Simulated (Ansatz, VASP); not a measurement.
## LaSb in VASP and in Ansatz

INCAR

```
  PREC = Accurate
  ENCUT = 520
  EDIFF = 1E-6
  ISMEAR = -1
  SIGMA = 0.05
  LREAL = F
  LASPH = T
  NELM = 80
  ALGO = Normal
  ISIF = 2
  LWAVE = F
  LCHARG = F
  GGA = CA
  NBANDS = 15
```

File KPOINTS:

```
Automatic mesh
0
Gamma
  10 10 10
```

The input POSCAR:

```
LaSb
1.0
    0.0000000000      3.2450000000      3.2450000000
    3.2450000000      0.0000000000      3.2450000000
    3.2450000000      3.2450000000      0.0000000000
La Sb
1 1
Direct
    0.0000000000      0.0000000000      0.0000000000
    0.5000000000      0.5000000000      0.5000000000
```

Input for Ansatz:

```yaml
crystal:
  lattice:
    - [0.0, 3.245, 3.245]
    - [3.245, 0.0, 3.245]
    - [3.245, 3.245, 0.0]
  atoms:
    - { symbol: La, position: [0.0, 0.0, 0.0] }
    - { symbol: Sb, position: [0.5, 0.5, 0.5] }
kpoints:
  mp_grid: { grid: [10, 10, 10] }
  band_path:
    path:
      - [0.0, 0.0, 0.0]
      - [0.5, 0.0, 0.5]
      - [0.625, 0.25, 0.625]
      - [0.375, 0.375, 0.75]
      - [0.0, 0.0, 0.0]
      - [0.5, 0.5, 0.5]
      - [0.5, 0.25, 0.75]
      - [0.5, 0.0, 0.5]
    npoints: 14
scf:
  occupations: { method: fermi_dirac, width: 0.05 }
hamiltonian:
  xc: lda
  pseudopotentials: { kind: all_electron, lapw: { basis_error: 0.001 } }
output:
  forces: true
  stress: true
  eigenvalues: true
  populations: true
```

Alike in both runs: task single point; functional LDA; k mesh 10 × 10 × 10; occupations fermi-dirac, width 0.05 eV; no spin polarisation.

|  | VASP | Ansatz |
| --- | --- | --- |
| version | VASP 6.6.1 | Ansatz 0.2.0 |
| potentials or method | VASP PAW LDA potentials, release 64 (La, Sb), cutoff 520 eV | all-electron LAPW, scalar-relativistic |

```csv
,VASP,Ansatz,Ansatz less VASP
pressure (GPa),-2.3,-2.3,-0.03
```

LDA's correlation is that of Perdew and Zunger in VASP and of Perdew and Wang (1992) in Ansatz. Ansatz ran all-electron here, and VASP with PAW potentials.

Spin-orbit coupling is off throughout.
